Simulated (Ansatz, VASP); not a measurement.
# LiWS3 in VASP and in Ansatz

The input INCAR:

```
SYSTEM = LiWS3
ALGO     = Normal         ! electronic algorithm
EDIFF    = 1E-6           ! SCF threshold, eV
EDIFFG   = -0.04          ! ionic threshold
ENCUT    = 600            ! plane-wave cutoff, eV
GGA      = PE             ! functional
IBRION   = 2              ! ionic algorithm
ISIF     = 3              ! what is computed and relaxed
ISMEAR   = 0              ! smearing method
LASPH    = .TRUE.         ! aspherical terms in the spheres
LCHARG   = .FALSE.        ! write CHGCAR
LREAL    = .FALSE.        ! projectors in reciprocal space
LWAVE    = .FALSE.        ! write WAVECAR
NELM     = 60             ! most SCF steps
NSW      = 90             ! ionic steps
PREC     = Accurate       ! precision mode
SIGMA    = 0.1            ! smearing width, eV
```

KPOINTS

```
k-points
0
G
  6 6 4
  0 0 0
```

File POSCAR:

```
LiWS3
1.0
    3.7973117100      0.0000000000      0.0000000000
   -1.8986558600      3.2885684100      0.0000000000
    0.0000000000      0.0000000000      4.8975068300
Li W S
1 1 3
Direct
    0.0000000000      0.0000000000      0.5000000000
    0.0000000000      0.0000000000      0.0000000000
    0.5000000000      0.0000000000      0.5000000000
    0.0000000000      0.5000000000      0.5000000000
    0.5000000000      0.5000000000      0.5000000000
```

Input for Ansatz:

```yaml
crystal:
  lattice:
    - [3.79731171, 0.0, 0.0]
    - [-1.89865586, 3.28856841, 0.0]
    - [0.0, 0.0, 4.89750683]
  atoms:
    - { symbol: Li, position: [0.0, 0.0, 0.5] }
    - { symbol: W, position: [0.0, 0.0, 0.0] }
    - { symbol: S, position: [0.5, 0.0, 0.5] }
    - { symbol: S, position: [0.0, 0.5, 0.5] }
    - { symbol: S, position: [0.5, 0.5, 0.5] }
basis:
  ecutwfc: 420
kpoints:
  mp_grid: { grid: [6, 6, 4] }
hamiltonian:
  xc: pbe
scf:
  occupations: { method: gaussian, width: 0.1 }
  lower_state_search: "off"
output:
  forces: true
  stress: true
  eigenvalues: true
relax:
  adjacent_minimum: "off"
  f_tol: 0.04
  max_steps: 70
  cell: { stress_tol: 0.4 }
```

Alike in both runs: task relaxation of cell and atoms; functional PBE; k mesh 6 × 6 × 4; occupations gaussian, width 0.1 eV; no spin polarisation.

```csv
,VASP,Ansatz
version,VASP 6.6.1,Ansatz 0.2.0
potentials or method,"VASP PAW PBE potentials, release 64 (Li_sv, W_sv, S), cutoff 600 eV","scalar-relativistic, plane waves, PAW"
valence electrons in the cell,35,35
```

Ansatz gave:

* gap on the k mesh at the Fermi level, each at its own relaxed structure (eV): none
* relaxed volume (Å³/atom): 19.07
* relaxed length of the cell vector where the two differ most in proportion (Å): 4.979

What did VASP give for the same quantities?

gap on the k mesh at the Fermi level, each at its own relaxed structure (eV): none; relaxed volume (Å³/atom): 18.78; relaxed length of the cell vector where the two differ most in proportion (Å): 4.935.

A gap of «none» marks a metal or a gap that the smearing closes.

Neither program's run includes spin-orbit coupling. Noted on VASP's run: the cutoff is under 1.25 times that of the potentials, so the pressure is a little rough; the volume moved by over 15 % at a fixed basis, so the end points are rough.
